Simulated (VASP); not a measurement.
**Au: single point with PBE+U**

Crystal: Au.

```
CELL_PARAMETERS angstrom
1.43568 -2.60006 0.00000
1.43568 2.60006 0.00000
0.00000 0.00000 4.97765
ATOMIC_POSITIONS crystal
Au 0.65373 0.34627 0.25000
Au 0.34627 0.65373 0.75000
```

| Item | Value |
| --- | --- |
| Program | VASP 6.6.1 |
| Task | single point |
| Functional | PBE |
| Potentials or basis | VASP PAW PBE potentials, release 64 (Au) |
| Cutoff | 520 eV |
| k mesh | 4 × 4 × 2 |
| Occupations | methfessel-paxton, width 0.014 eV |
| Spin | no spin polarisation |
| Hubbard terms | Au d U = 5.7 eV, J = 1.0 eV |

- Pressure: -4.3 GPa
- Largest force: 0.010 eV/Å
- Band gap on the k mesh: zero (band 11 reaches 8.90 eV, above the bottom of band 12 at 4.18 eV)

Forces in eV/Å, atoms in the order of the input:
```
Au   0.000  0.010  0.000
Au   0.000 -0.010  0.000
```

Stress tensor (GPa, compression positive):
```
-1.61  0.00  0.00
 0.00 -1.90  0.00
 0.00  0.00 -9.38
```

Levels at points of the mesh, in eV from the Fermi level:
```
           k point  band 8  band 9  band 10  band 11  band 12  band 13  band 14  band 15
(0.00, 0.00, 0.00)   -5.16   -4.73    -3.96    -3.70    -0.97     1.49    14.14    15.26
(0.50, 0.00, 0.00)   -3.70   -3.46    -3.35    -0.22     0.99     5.31     6.44     6.82
(0.50, 0.50, 0.00)   -3.66   -3.60    -3.39    -0.32     0.28     5.25     5.99     6.87
(0.00, 0.00, 0.50)   -5.64   -4.32    -4.32    -4.13    -4.13     9.44     9.44    14.75
(0.50, 0.00, 0.50)   -3.95   -3.36    -3.36     0.59     0.59     3.15     3.15    12.38
(0.50, 0.50, 0.50)   -3.67   -3.49    -3.49     0.00     0.00     2.77     2.77    11.97
```

Eigenvalues of the final occupation matrices:
```tsv
site	spin	trace	eigenvalues
site 1 d	1	4.53	0.90 0.90 0.91 0.91 0.91
site 1 d	2	4.53	0.90 0.90 0.91 0.91 0.91
site 2 d	1	4.53	0.90 0.90 0.91 0.91 0.91
site 2 d	2	4.53	0.90 0.90 0.91 0.91 0.91
```

It took 5.9 s on 1 thread of Intel(R) Xeon(R) 6975P-C (Granite Rapids), on a shared host, peak memory 0.16 GiB.

Caveat: the k points lie up to 0.63 Å⁻¹ apart; spin-orbit coupling is left out, which moves the levels of the heavy elements; U without spin polarisation on a metal has little footing; the U is typed as a test and isn't derived for this compound.
